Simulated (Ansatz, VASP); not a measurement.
**Si2Mo in VASP and in Ansatz**

File INCAR:

```
PREC     = Accurate       # precision mode
ENCUT    = 520            # plane-wave cutoff, eV
EDIFF    = 1E-7           # SCF threshold, eV
ISMEAR   = 0              # smearing method
SIGMA    = 0.15           # smearing width, eV
LREAL    = F              # projectors in reciprocal space
LASPH    = T              # aspherical terms in the spheres
NELM     = 60             # most SCF steps
ALGO     = Normal         # electronic algorithm
ISIF     = 2              # what is computed and relaxed
LWAVE    = F              # write WAVECAR
LCHARG   = T              # write CHGCAR
GGA      = PS             # functional
LELF     = T              # ELF
LVHAR    = T            
NBANDS   = 43             # bands
```

KPOINTS

```
regular mesh
0
Gamma
  12 12 6
```

Contents of POSCAR:

```
Si2Mo
1.0
    4.5744403909      0.0000000000      0.0000000000
   -2.2872201955      3.9615815866      0.0000000000
    0.0000000000      0.0000000000      6.5665572496
Si Mo
6 3
Direct
    0.1641680652      0.8358319348      0.8904408839
    0.3283361304      0.1641680652      0.2237742172
    0.8358319348      0.6716638696      0.5571075505
    0.8358319348      0.1641680652      0.8904408839
    0.6716638696      0.8358319348      0.2237742172
    0.1641680652      0.3283361304      0.5571075505
    0.5000000000      0.0000000000      0.5000000000
    0.0000000000      0.5000000000      0.1666666667
    0.5000000000      0.5000000000      0.8333333333
```

Input for Ansatz:

```yaml
crystal:
  lattice:
    - [4.5744403909, 0.0, 0.0]
    - [-2.2872201955, 3.9615815866, 0.0]
    - [0.0, 0.0, 6.5665572496]
  atoms:
    - { symbol: Si, position: [0.1641680652, 0.8358319348, 0.8904408839] }
    - { symbol: Si, position: [0.3283361304, 0.1641680652, 0.2237742172] }
    - { symbol: Si, position: [0.8358319348, 0.6716638696, 0.5571075505] }
    - { symbol: Si, position: [0.8358319348, 0.1641680652, 0.8904408839] }
    - { symbol: Si, position: [0.6716638696, 0.8358319348, 0.2237742172] }
    - { symbol: Si, position: [0.1641680652, 0.3283361304, 0.5571075505] }
    - { symbol: Mo, position: [0.5, 0.0, 0.5] }
    - { symbol: Mo, position: [0.0, 0.5, 0.1666666667] }
    - { symbol: Mo, position: [0.5, 0.5, 0.8333333333] }
basis:
  ecutwfc: 420
kpoints:
  mp_grid: { grid: [12, 12, 6] }
hamiltonian:
  xc: pbesol
scf:
  occupations: { method: gaussian, width: 0.15 }
output:
  forces: true
  stress: true
  eigenvalues: true
```

Change from the starting cell: all Si atoms moved +0.375 Å, as atom 1 along Cartesian [0 0 1].

Alike in both runs: task single point; functional PBEsol; k mesh 12 × 12 × 6; occupations gaussian, width 0.15 eV; no spin polarisation.

```csv
,VASP,Ansatz
version,VASP 6.6.1,Ansatz 0.2.0
potentials or method,"VASP PAW PBE potentials, release 64 (Si, Mo_sv), cutoff 520 eV","scalar-relativistic, plane waves, PAW"
valence electrons in the cell,66,66
```

VASP gave:

- gap on the k mesh at the Fermi level (eV): 0.23
- least direct gap on the mesh (eV): 0.55
- pressure (GPa): 12.4
- traceless stress, the component that is largest in VASP (GPa): 14.74
- rms of the force components (eV/Å): 2.513

Estimate Ansatz's values.

gap on the k mesh at the Fermi level (eV): 0.23; least direct gap on the mesh (eV): 0.55; pressure (GPa): 12.0; traceless stress, the component that is largest in VASP (GPa): 14.60; rms of the force components (eV/Å): 2.489.

VASP's potentials were made for PBE, not for PBEsol. Atom by atom the forces differ by 0.024 eV/Å (rms over components).
